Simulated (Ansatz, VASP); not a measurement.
## One calculation of ZrC, two programs

```
CELL_PARAMETERS angstrom
0.00000 2.34285 2.34285
2.34285 0.00000 2.34285
2.34285 2.34285 0.00000
ATOMIC_POSITIONS crystal
Zr 0.50000 0.50000 0.50000
C 0.00000 0.00000 0.00000
```

Alike in both runs: functional PBE; dispersion D4; k mesh 12 × 12 × 12; no spin polarisation.

Ansatz relaxed the structure, and its values are those at the end. VASP's run is a single point on that final structure, the one shown.

```csv
,VASP,Ansatz
version,VASP 6.6.1,Ansatz 0.2.0
potentials or method,"VASP PAW PBE potentials, release 64 (Zr_sv, C), cutoff 520 eV","plane waves, PAW"
occupations,"methfessel-paxton of order 1, width 0.1 eV","cold, width 0.1 eV"
valence electrons in the cell,16,16
```

VASP gave:

| Property | Result |
| --- | --- |
| pressure (GPa) | 0.3 |

Q: Which values does Ansatz return?

A: Pressure (GPa): 0.0.
